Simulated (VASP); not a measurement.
A run of VASP 6.6.1:

File INCAR:

```
ALGO = Normal
EDIFF = 1E-6
ENCUT = 600
GGA = PE
GGA_COMPAT = False
ISIF = 2
ISMEAR = 0
LASPH = True
LCHARG = False
LREAL = False
LWAVE = False
NBANDS = 25
NELM = 120
PREC = Accurate
SIGMA = 0.15
```

File KPOINTS:

```
k-points
0
Gamma
  3 3 3
```

The input POSCAR:

```
BeTeS4
1.0
   -2.9093235395      2.9093235395      3.5627877353
    2.9093235395     -2.9093235395      3.5627877353
    2.9093235395      2.9093235395     -3.5627877353
Be Te S
1 1 4
Direct
    0.0000000000      0.0000000000      0.0000000000
    0.5000000000      0.5000000000      0.0000000000
    0.6226936982      0.6226936982      0.6057688891
    0.9830751909      0.3773063018      0.0000000000
    0.0169248091      0.0169248091      0.3942311109
    0.3773063018      0.9830751909      0.0000000000
```

Potentials or basis: VASP PAW PBE potentials, release 64 (Be, Te, S).

Command:

```console
$ cat potpaw_PBE.64/Be/POTCAR potpaw_PBE.64/Te/POTCAR potpaw_PBE.64/S/POTCAR > POTCAR
$ mpirun -np 1 vasp_std > vasp.out
```

Hardware: 1 thread of Intel Xeon 8259CL, on a shared host.

Problem. Estimate the wall time of this run.

Solution. Run time: 46 s on 1 thread of Intel Xeon 8259CL (shared host), peak memory 0.29 GiB. Counts: scf iterations 18, k points 6.
